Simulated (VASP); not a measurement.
Set up this calculation in VASP 6.6.1, as the native input.

* Task: single point
* Functional: BLYP
* Potentials or basis: VASP PAW PBE potentials, release 64 (Na_pv)
* Cutoff: 520 eV
* k mesh: 13 × 13 × 4
* Occupations: fermi-dirac, width 0.1 eV
* Spin: no spin polarisation
* Dipole correction: no
* Further INCAR settings: ALGO = Normal; EDIFF = 1e-07; NBANDS = 22

The structure of Na lies in POSCAR:

```
Na
1.0
    3.7622888978      0.0000000000      0.0000000000
   -1.8811444489      3.2582377619      0.0000000000
    0.0000000000      0.0000000000     12.1993593427
Na
4
Direct
    0.0000000000      1.0000000000      0.0000000000
    0.0000000000      1.0000000000      0.5000000000
    0.3333333333      0.6666666667      0.2500000000
    0.6666666667      0.3333333333      0.7500000000
```

This isn't the form of Na at room conditions, which is bcc.

These files were run (other wordings do the same):

INCAR

```
  PREC = Accurate
  ENCUT = 520
  EDIFF = 1E-7
  ISMEAR = -1
  SIGMA = 0.1
  LREAL = F
  LASPH = T
  NELM = 100
  ALGO = Normal
  ISIF = 2
  LWAVE = F
  LCHARG = T
  GGA = B5
  ALDAX = 1.0
  AGGAX = 1.0
  AGGAC = 1.0
  ALDAC = 0.0
  LELF = T
  LVHAR = T
  NBANDS = 22
```

KPOINTS

```
Automatic mesh
0
Gamma
  13 13 4
```

Potentials or basis: VASP PAW PBE potentials, release 64 (Na_pv).

Launch:

```sh
$ cat potpaw_PBE.64/Na_pv/POTCAR > POTCAR
$ mpirun -np 1 vasp_std > vasp.out
```

It gave:

```
Pressure               : 0.0 GPa
Band gap on the k mesh : zero (bands 14 and 15 overlap by 3.86 eV)
```

Caveat: the PAW data sets were made with another functional, which shifts forces and pressure a little.

Wall time 3.2 min on 1 thread of Oxide Virtual Turin-like Processor (shared host), peak memory 0.3 GiB.
